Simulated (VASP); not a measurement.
Wanted: the native input for a VASP 6.6.1 run.

| Property | Result |
| --- | --- |
| Task | single point |
| Functional | PBE |
| Potentials or basis | VASP PAW PBE potentials, release 64 (Ti_sv, O, Mn_pv) |
| Cutoff | 520 eV |
| k mesh | 4 × 4 × 2 |
| Occupations | methfessel-paxton, width 0.0559 eV |
| Spin | collinear spin, antiferromagnetic start |
| Starting moments | [1.0, -1.0, 0.0, 0.0, 0.0, 0.0, 0.0, 0.0, 0.0, 0.0, 0.0, 0.0, 0.0, 0.0, 4.5, -4.5] μB |
| Hubbard terms | Mn d U = 2.88 eV, Ti d U = 2.01 eV |
| Dipole correction | no |
| Further INCAR settings | LREAL = Auto; ALGO = Normal; EDIFF = 1e-07; NBANDS = 79 |

The structure of TiMnO6 lies in POSCAR:

```
TiMnO6
1.0
    0.0000000000      3.8034433300      3.8034433300
    3.8034433300      0.0000000000      3.8034433300
    7.6068866500      7.6068866500      0.0000000000
Ti O Mn
2 12 2
Direct
    0.5000000000      0.5000000000      0.2500000000
    0.5000000000      0.5000000000      0.7500000000
    0.2431800000      0.2431800000      0.3784100000
    0.2431800000      0.2431800000      0.8784100000
    0.7568200000      0.7568200000      0.1215900000
    0.7568200000      0.7568200000      0.6215900000
    0.7568200000      0.2431800000      0.1215900000
    0.7568200000      0.2431800000      0.6215900000
    0.2431800000      0.7568200000      0.3784100000
    0.2431800000      0.7568200000      0.8784100000
    0.2431800000      0.7568200000      0.1215900000
    0.2431800000      0.7568200000      0.6215900000
    0.7568200000      0.2431800000      0.3784100000
    0.7568200000      0.2431800000      0.8784100000
    0.0000000000      0.0000000000      0.0000000000
    0.0000000000      0.0000000000      0.5000000000
```

One way to write it, as run:

INCAR

```
SYSTEM = TiMnO6
PREC     = Accurate       ! precision mode
ENCUT    = 520            ! plane-wave cutoff, eV
EDIFF    = 1E-7           ! SCF threshold, eV
ISMEAR   = 1              ! smearing method
SIGMA    = 0.0559         ! smearing width, eV
LREAL    = Auto         
LASPH    = .TRUE.         ! aspherical terms in the spheres
NELM     = 150            ! most SCF steps
ALGO     = Normal         ! electronic algorithm
ISIF     = 2              ! what is computed and relaxed
LWAVE    = .FALSE.        ! write WAVECAR
LCHARG   = .FALSE.        ! write CHGCAR
ISPIN    = 2              ! spin polarisation
MAGMOM   = 1 -1 0 0 0 0 0 0 0 0 0 0 0 0 4.5 -4.5 ! initial moments
LORBIT   = 11             ! projections on sites
LMAXMIX  = 4              ! l up to which the mixer works
LDAU     = .TRUE.         ! DFT+U
LDAUTYPE = 2            
LDAUL    = 2 -1 2         ! shell
LDAUU    = 2.01 0 2.88    ! U, eV
LDAUJ    = 0 0 0        
LDAUPRINT= 1            
GGA      = PE             ! functional
NBANDS   = 79             ! bands
```

KPOINTS

```
regular mesh
0
G
  4 4 2
  0 0 0
```

Potentials or basis: VASP PAW PBE potentials, release 64 (Ti_sv, O, Mn_pv).

The run is started by

```bash
$ cat potpaw_PBE.64/Ti_sv/POTCAR potpaw_PBE.64/O/POTCAR potpaw_PBE.64/Mn_pv/POTCAR > POTCAR
$ mpirun -np 1 vasp_std > vasp.out
```

Results of the run:

* Pressure: -4.1 GPa
* Largest force: 0.079 eV/Å
* Band gap on the k mesh: zero (filled and empty bands overlap)
* Net moment: 0.00 μB per cell
* Site moments: Ti +0.00, -0.00; O -0.44, +0.44 (each value once); Mn -2.41, +2.41 μB
* Valence electrons inside the program's atomic spheres: Ti 10.14; O 4.89; Mn 11.75

Caveat: the cell stands under tension.

Wall time 22 min on 1 thread of Intel(R) Xeon(R) Platinum 8488C (Sapphire Rapids), with other jobs on the host, peak memory 0.55 GiB.
